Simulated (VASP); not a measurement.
Here is a VASP 6.6.1 calculation.

POSCAR

```
GaSb
1.0
    0.0000000000      3.0590000000      3.0590000000
    3.0590000000      0.0000000000      3.0590000000
    3.0590000000      3.0590000000      0.0000000000
Ga Sb
1 1
Direct
    0.0000000000      0.0000000000      0.0000000000
    0.2500000000      0.2500000000      0.2500000000
```

The input INCAR.step1:

```
PREC = Accurate
ENCUT = 600
ISMEAR = -1
SIGMA = 0.1
LREAL = False
LASPH = True
NELM = 80
GGA = PE
ALGO = Normal
EDIFF = 1E-4
LWAVE = True
LCHARG = False
```

INCAR.step2

```
PREC = Accurate
ENCUT = 600
EDIFF = 1E-6
ISMEAR = -1
SIGMA = 0.1
LREAL = False
LASPH = True
NELM = 80
ALGO = Normal
ISIF = 3
LWAVE = False
LCHARG = False
METAGGA = R2SCAN
LMIXTAU = True
IBRION = 2
NSW = 80
EDIFFG = -0.01
ISTART = 1
```

File KPOINTS:

```
Automatic mesh
0
Gamma
  9 9 9
```

Potentials or basis: VASP PAW PBE potentials, release 64 (Ga_d, Sb).

Command:

```sh
$ cat potpaw_PBE.64/Ga_d/POTCAR potpaw_PBE.64/Sb/POTCAR > POTCAR
$ cp INCAR.step1 INCAR
$ mpirun -np 1 vasp_std > vasp.out
$ cp INCAR.step2 INCAR
$ mpirun -np 1 vasp_std > vasp.out
```

(1) Predict the space group after relaxing (to 0.1 Å).

(2) What does it give for the relaxed volume?

(3) What does it give for the band gap on the k mesh?

(4) Estimate the relaxed cell.

Answers

(1) F-43m (No. 216).

(2) 28.85 Å³/atom.

(3) 0.39 eV.

(4) a = 4.338 Å, b = 4.338 Å, c = 4.338 Å, α = 60.00°, β = 60.00°, γ = 60.00°.

Caveat: semilocal functionals underestimate gaps, and a narrow one can read as zero; the PAW data sets were made with another functional, which shifts forces and pressure a little; spin-orbit coupling is left out, which moves the levels of the heavy elements; an odd mesh through Γ misses points on the zone boundary, where band edges can lie.
